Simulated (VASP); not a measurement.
Here is a VASP 6.6.1 calculation.

Contents of INCAR:

```
ALGO = Normal
DIPOL = 0.5 0.5 0.500
EDIFF = 1E-6
ENCUT = 520
GGA = PE
IDIPOL = 3
ISIF = 2
ISMEAR = -1
LASPH = True
LCHARG = False
LDIPOL = True
LREAL = False
LWAVE = False
NBANDS = 66
NELM = 60
PREC = Accurate
SIGMA = 0.3
```

Contents of KPOINTS:

```
k-points
0
Gamma
  9 9 1
```

POSCAR

```
Ge
1.0
    4.0736913413      0.0000000000      0.0000000000
   -2.0368456706      3.5279201887      0.0000000000
    0.0000000000      0.0000000000     25.8100039188
Ge
8
Direct
    0.3333333333      0.6666666667      0.2905850004
    0.0000000000      0.0000000000      0.3228026927
    0.0000000000      0.0000000000      0.4194557694
    0.6666666667      0.3333333333      0.4516734616
    0.6666666667      0.3333333333      0.5483265384
    0.3333333333      0.6666666667      0.5805442306
    0.3333333333      0.6666666667      0.6771973073
    0.0000000000      0.0000000000      0.7094149996
```

Potentials or basis: VASP PAW PBE potentials, release 64 (Ge_d).

Command:

```bash
$ cat potpaw_PBE.64/Ge_d/POTCAR > POTCAR
$ mpirun -np 1 vasp_std > vasp.out
```

(1) Estimate the band gap on the k mesh.

(2) Predict the largest force.

Answers

(1) zero (bands 56 and 57 overlap by 0.27 eV).

(2) 0.168 eV/Å.

Caveat: so wide a smearing shifts energies and pressures.
